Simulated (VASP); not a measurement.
# Pr4O (P-43m) in VASP: notebook

The runs below take Pr4O through relaxation of cell and atoms, with PBE.

Program: VASP 6.6.1. These are calculated values, not measurements. Logs are shortened: lines on timing, memory, paths and dates and some standing lists are left out, and cuts for length are marked.

### Step 1. The cell of the first run

It takes space group P-43m (No. 215, cubic). The conventional cell has a = 5.496 Å, b = 5.496 Å, c = 5.496 Å, α = 90.00°, β = 90.00°, γ = 90.00°. Pr (site symmetry 3m) has 1 O at 2.31 Å within 3.1 Å. O (site symmetry -43m) has 4 Pr at 2.31 Å within 3.1 Å.

The cell was built from a structure type or drawn by symmetry, and may not be a known phase.

### Step 2. Relaxation of cell and atoms, PBE

INCAR

```
ALGO = Normal
EDIFF = 1E-7
EDIFFG = -0.01
ENCUT = 600
GGA = PE
GGA_COMPAT = False
IBRION = 2
ISIF = 3
ISMEAR = 0
LASPH = True
LCHARG = False
LMAXMIX = 6
LREAL = False
LWAVE = False
NELM = 200
NELMIN = 4
NSW = 100
PREC = Accurate
SIGMA = 0.1
```

KPOINTS

```
k-points
0
Gamma
  8 8 8
```

POSCAR

```
Pr4O
1.0
    5.4961621468      0.0000000000      0.0000000000
    0.0000000000      5.4961621468      0.0000000000
    0.0000000000      0.0000000000      5.4961621468
Pr O
4 1
Direct
    0.2427283684      0.2427283684      0.2427283684
    0.7572716316      0.7572716316      0.2427283684
    0.2427283684      0.7572716316      0.7572716316
    0.7572716316      0.2427283684      0.7572716316
    0.0000000000      0.0000000000      0.0000000000
```

Potentials or basis: VASP PAW PBE potentials, release 64 (Pr_3, O), 4f in core.

Started as:

```bash
cat potpaw_PBE.64/Pr_3/POTCAR potpaw_PBE.64/O/POTCAR > POTCAR
mpirun -np 1 vasp_std > vasp.out
```

OUTCAR:

```text
EDIFF = 1E-7
   EDIFFG = -0.01
   ENCUT = 600
   GGA = PE
   IBRION = 2
   ISIF = 3
   ISMEAR = 0
   LASPH = True
   LREAL = False
   NELM = 200
   NELMIN = 4
   NSW = 100
   PREC = Accurate

 ion  position               nearest neighbor table
   1  0.243  0.243  0.243-   5 2.31   3 3.77   4 3.77   2 3.77   3 3.89   4 3.89   2 3.89   4 3.89
                             2 3.89   3 3.89
   2  0.757  0.757  0.243-   5 2.31   3 3.77   4 3.77   1 3.77   3 3.89   4 3.89   1 3.89   4 3.89
                             1 3.89   3 3.89
   3  0.243  0.757  0.757-   5 2.31   2 3.77   4 3.77   1 3.77   2 3.89   4 3.89   1 3.89   2 3.89
                             1 3.89   4 3.89
   4  0.757  0.243  0.757-   5 2.31   2 3.77   3 3.77   1 3.77   2 3.89   3 3.89   1 3.89   2 3.89
                             1 3.89   3 3.89
   5  0.000  0.000  0.000-   1 2.31   2 2.31   3 2.31   4 2.31

  LATTYP: Found a simple cubic cell.
 ALAT       =     5.4961621468

  Lattice vectors:

 A1 = (   5.4961621468,   0.0000000000,   0.0000000000)
 A2 = (   0.0000000000,   5.4961621468,   0.0000000000)
 A3 = (   0.0000000000,   0.0000000000,   5.4961621468)

Analysis of symmetry for initial positions (statically):
=====================================================================
 Subroutine PRICEL returns:
 Original cell was already a primitive cell.

 Routine SETGRP: Setting up the symmetry group for a
 simple cubic supercell.

 Subroutine GETGRP returns: Found 24 space group operations
 (whereof 24 operations were pure point group operations)
 out of a pool of 48 trial point group operations.

The static configuration has the point symmetry T_d .

Analysis of symmetry for dynamics (positions and initial velocities):
=====================================================================
 Subroutine PRICEL returns:
 Original cell was already a primitive cell.

 Routine SETGRP: Setting up the symmetry group for a
 simple cubic supercell.

 Subroutine GETGRP returns: Found 24 space group operations
 (whereof 24 operations were pure point group operations)
 out of a pool of 48 trial point group operations.

The dynamic configuration has the point symmetry T_d .

 Subroutine INISYM returns: Found 24 space group operations
 (whereof 24 operations are pure point group operations),
[... 163 lines left out ...]

 VOLUME and BASIS-vectors are now :
 -----------------------------------------------------------------------------
  energy-cutoff  :      600.00
  volume of cell :      166.03
      direct lattice vectors                 reciprocal lattice vectors
     5.496162147  0.000000000  0.000000000     0.181945142  0.000000000  0.000000000
     0.000000000  5.496162147  0.000000000     0.000000000  0.181945142  0.000000000
     0.000000000  0.000000000  5.496162147     0.000000000  0.000000000  0.181945142

 POSITION                                       TOTAL-FORCE (eV/Angst)
 -----------------------------------------------------------------------------------
      1.33407      1.33407      1.33407        -0.011483     -0.011483     -0.011483
      4.16209      4.16209      1.33407         0.011483      0.011483     -0.011483
      1.33407      4.16209      4.16209        -0.011483      0.011483      0.011483
      4.16209      1.33407      4.16209         0.011483     -0.011483      0.011483
      0.00000      0.00000      0.00000        -0.000000     -0.000000     -0.000000
 -----------------------------------------------------------------------------------
    total drift:                               -0.000000     -0.000000      0.000000

  FREE ENERGIE OF THE ION-ELECTRON SYSTEM (eV)
  ---------------------------------------------------
  free  energy   TOTEN  =       -28.9218942429 eV

  energy  without entropy=      -28.8930946130  energy(sigma->0) =      -28.90749443

--------------------------------------- Ionic step        2  -------------------------------------------

 number of electron      49.9999995 magnetization

 Free energy of the ion-electron system (eV)
  ---------------------------------------------------
  ext. energy  EPLUGINS =         0.00000000
  ---------------------------------------------------
  free energy    TOTEN  =       -28.92196482 eV

  energy without entropy =      -28.89312434  energy(sigma->0) =      -28.90754458

 E-fermi :   3.1011     XC(G=0):  -9.2582

 val. band max:        3.0956352753   @ k =   0.5000   0.1250   0.0000
 cond. band min:       3.1186103257   @ k =   0.2500   0.2500   0.2500
 fundamental gap:      0.0229750504
 Fermi energy:         3.1011497935

 k-point     1 :       0.0000    0.0000    0.0000
  band No.  band energies     occupation
      1     -33.4198      2.00000
      2     -33.3010      2.00000
      3     -33.3010      2.00000
      4     -33.3010      2.00000
      5     -17.8857      2.00000
      6     -15.6524      2.00000
[... 781 lines left out ...]
     29       4.0647      0.00000
     30       4.2409      0.00000

 [... further k-points ...]

------------------------ aborting loop because EDIFF is reached ----------------------------------------

  FORCE on cell =-STRESS in cart. coord.  units (eV):
  Direction    XX          YY          ZZ          XY          YZ          ZX
  --------------------------------------------------------------------------------------
  -------------------------------------------------------------------------------------
  Total        0.0175240      0.0175240      0.0175240      0.0000000      0.0000000     -0.0000000
  in kB        0.1689911      0.1689911      0.1689911      0.0000000      0.0000000     -0.0000000
  external PRESSURE =       0.1689911 kB  Pullay stress =       0.0000000 kB

 VOLUME and BASIS-vectors are now :
 -----------------------------------------------------------------------------
  energy-cutoff  :      600.00
  volume of cell :      166.14
      direct lattice vectors                 reciprocal lattice vectors
     5.497431628 -0.000000000  0.000000000     0.181903126 -0.000000000 -0.000000000
     0.000000000  5.497431628 -0.000000000     0.000000000  0.181903126  0.000000000
     0.000000000 -0.000000000  5.497431628    -0.000000000  0.000000000  0.181903126

 POSITION                                       TOTAL-FORCE (eV/Angst)
 -----------------------------------------------------------------------------------
      1.33383      1.33383      1.33383        -0.005368     -0.005368     -0.005368
      4.16360      4.16360      1.33383         0.005368      0.005368     -0.005368
      1.33383      4.16360      4.16360        -0.005368      0.005368      0.005368
      4.16360      1.33383      4.16360         0.005368     -0.005368      0.005368
      5.49743      5.49743      5.49743         0.000000      0.000000      0.000000
 -----------------------------------------------------------------------------------
    total drift:                               -0.000000     -0.000000      0.000000

  FREE ENERGIE OF THE ION-ELECTRON SYSTEM (eV)
  ---------------------------------------------------
  free  energy   TOTEN  =       -28.9219648250 eV

  energy  without entropy=      -28.8931243381  energy(sigma->0) =      -28.90754458

 reached required accuracy - stopping structural energy minimisation
```

OSZICAR:

```text
N       E                     dE             d eps       ncg     rms          rms(c)
DAV:   1     0.460972611171E+03    0.46097E+03   -0.25262E+04  2100   0.169E+03
[... 19 lines left out ...]
DAV:   3    -0.289219661331E+02    0.36001E-04   -0.15162E-04  3024   0.704E-02    0.658E-03
DAV:   4    -0.289219669665E+02   -0.83341E-06   -0.28087E-05  3348   0.235E-02    0.700E-03
DAV:   5    -0.289219670794E+02   -0.11287E-06   -0.33649E-06  2656   0.781E-03    0.550E-03
DAV:   6    -0.289219658446E+02    0.12348E-05   -0.19597E-06  2652   0.697E-03    0.207E-03
DAV:   7    -0.289219651591E+02    0.68554E-06   -0.14559E-06  2474   0.534E-03    0.116E-03
DAV:   8    -0.289219647750E+02    0.38405E-06   -0.22562E-07  1610   0.233E-03    0.320E-04
DAV:   9    -0.289219648250E+02   -0.49973E-07   -0.20350E-08  1266   0.890E-04
   2 F= -.28921965E+02 E0= -.28907545E+02  d E =-.705821E-04
```

Run time: 3 min. Hardware: 1 thread of Intel Xeon 6975P-C (Granite Rapids), shared host; peak memory 0.45 GiB.

Results:

| Quantity | Value |
| --- | --- |
| Free energy | -28.9220 eV |
| Relaxed volume | 33.23 Å³/atom |
| Relaxed cell | a = 5.497 Å, b = 5.497 Å, c = 5.497 Å, α = 90.00°, β = 90.00°, γ = 90.00° |
| Space group after relaxing (to 0.1 Å) | P-43m (No. 215) |
| Energy gained by relaxing | 0.0 meV/atom |
| Ionic steps | 2 |
| Pressure after relaxing | 0.0 GPa |
| Largest force after relaxing | 0.009 eV/Å |
| Band gap on the k mesh | zero (bands 25 and 26 overlap by 2.18 eV) |

Forces on the atoms (eV/Å):
```
Pr  -0.005 -0.005 -0.005
Pr   0.005  0.005 -0.005
Pr  -0.005  0.005  0.005
Pr   0.005 -0.005  0.005
O    0.000  0.000  0.000
```

Final structure:
```
CELL_PARAMETERS angstrom
5.49743 0.00000 0.00000
0.00000 5.49743 0.00000
0.00000 0.00000 5.49743
ATOMIC_POSITIONS crystal
Pr 0.24263 0.24263 0.24263
Pr 0.75737 0.75737 0.24263
Pr 0.24263 0.75737 0.75737
Pr 0.75737 0.24263 0.75737
O 0.00000 0.00000 0.00000
```

Levels at points of the mesh, in eV from the Fermi level:
```csv
k point,band 23,band 24,band 25,band 26,band 27,band 28
"(0.00, 0.00, 0.00)",-1.02,-1.01,-1.01,-1.01,0.37,2.44
"(0.50, 0.00, 0.00)",-0.36,-0.36,-0.04,0.27,0.31,0.42
"(0.50, 0.50, 0.00)",-0.77,-0.35,0.26,0.26,0.30,0.45
"(0.50, 0.50, 0.50)",-1.53,-0.18,1.17,1.17,1.25,1.25
```

Caveat: spin-orbit coupling is left out, which moves the levels of the heavy elements; the 4f electrons are frozen in the core, so they carry no moment and show no levels; the run has no spin polarisation, though such a crystal can be magnetic.

### Step 3. Relaxation of cell and atoms, PBE

INCAR

```
SYSTEM = Pr4O
PREC     = Accurate       ! precision mode
ENCUT    = 600            ! plane-wave cutoff, eV
EDIFF    = 1E-7           ! SCF threshold, eV
ISMEAR   = -1             ! smearing method
SIGMA    = 0.15           ! smearing width, eV
LREAL    = .False.        ! projectors in reciprocal space
LASPH    = .True.         ! aspherical terms in the spheres
NELM     = 200            ! most SCF steps
ALGO     = Normal         ! electronic algorithm
ISIF     = 3              ! what is computed and relaxed
LWAVE    = .False.        ! write WAVECAR
LCHARG   = .False.        ! write CHGCAR
GGA      = PE             ! functional
IBRION   = 2              ! ionic algorithm
NSW      = 80             ! ionic steps
EDIFFG   = -0.001         ! ionic threshold
GGA_COMPAT= .False.      
NELMIN   = 4            
LMAXMIX  = 6              ! l up to which the mixer works
```

KPOINTS

```
Automatic mesh
0
Gamma
  8 8 8
  0 0 0
```

POSCAR is that of step 2.

Potentials or basis: VASP PAW PBE potentials, release 64 (Pr_3, O), 4f in core.

Started as:

```bash
cat potpaw_PBE.64/Pr_3/POTCAR potpaw_PBE.64/O/POTCAR > POTCAR
mpirun -np 1 vasp_std > vasp.out
```

Run time: 8.9 min. Hardware: 1 thread of Intel Xeon 6975P-C (Granite Rapids), shared host; peak memory 0.45 GiB.

It converged, with:

```
Free energy                           : -29.1311 eV
Relaxed volume                        : 33.45 Å³/atom
Relaxed cell                          : a = 5.509 Å, b = 5.509 Å, c = 5.509 Å, α = 90.00°, β = 90.00°, γ = 90.00°
Space group after relaxing (to 0.1 Å) : P-43m (No. 215)
Energy gained by relaxing             : 0.3 meV/atom
Ionic steps                           : 7
Pressure after relaxing               : 0.0 GPa
Band gap on the k mesh                : zero (bands 25 and 26 overlap by 2.17 eV)
```

Step by step:
```tsv
step	energy change (eV)	largest force (eV/Å)	pressure (GPa)	volume (Å³)
1	0.0000	0.0598	0.14	166.03
2	-0.0009	0.0433	0.03	166.71
3	-0.0012	0.0265	-0.08	167.41
4	-0.0013	0.0258	0.05	167.17
5	-0.0013	0.0018	-0.01	167.28
6	-0.0013	0.0012	-0.01	167.28
7	-0.0013	0.0003	0.00	167.24
```

Final structure:
```xyz
5
Lattice="5.5095 0.0000 0.0000 0.0000 5.5095 0.0000 0.0000 0.0000 5.5095" Properties=species:S:1:pos:R:3 pbc="T T T"
Pr    1.3332    1.3332    1.3332
Pr    4.1763    4.1763    1.3332
Pr    1.3332    4.1763    4.1763
Pr    4.1763    1.3332    4.1763
O     0.0000    0.0000    0.0000
```

Levels at points of the mesh, in eV from the Fermi level:
```
           k point  band 22  band 23  band 24  band 25  band 26  band 27  band 28  band 29
(0.00, 0.00, 0.00)    -1.03    -1.03    -1.02    -1.02    -1.02     0.35     2.42     2.42
(0.50, 0.00, 0.00)    -1.55    -0.37    -0.37    -0.06     0.24     0.28     0.40     0.76
(0.50, 0.50, 0.00)    -0.80    -0.80    -0.38     0.23     0.23     0.28     0.43     0.91
(0.50, 0.50, 0.50)    -1.54    -1.54    -0.21     1.15     1.15     1.23     1.23     1.23
```

Caveat: spin-orbit coupling is left out, which moves the levels of the heavy elements; the 4f electrons are frozen in the core, so they carry no moment and show no levels; the run has no spin polarisation, though such a crystal can be magnetic. With open d or f shells a metallic result of PBE can be an artefact of self-interaction; +U or a hybrid may open a gap.
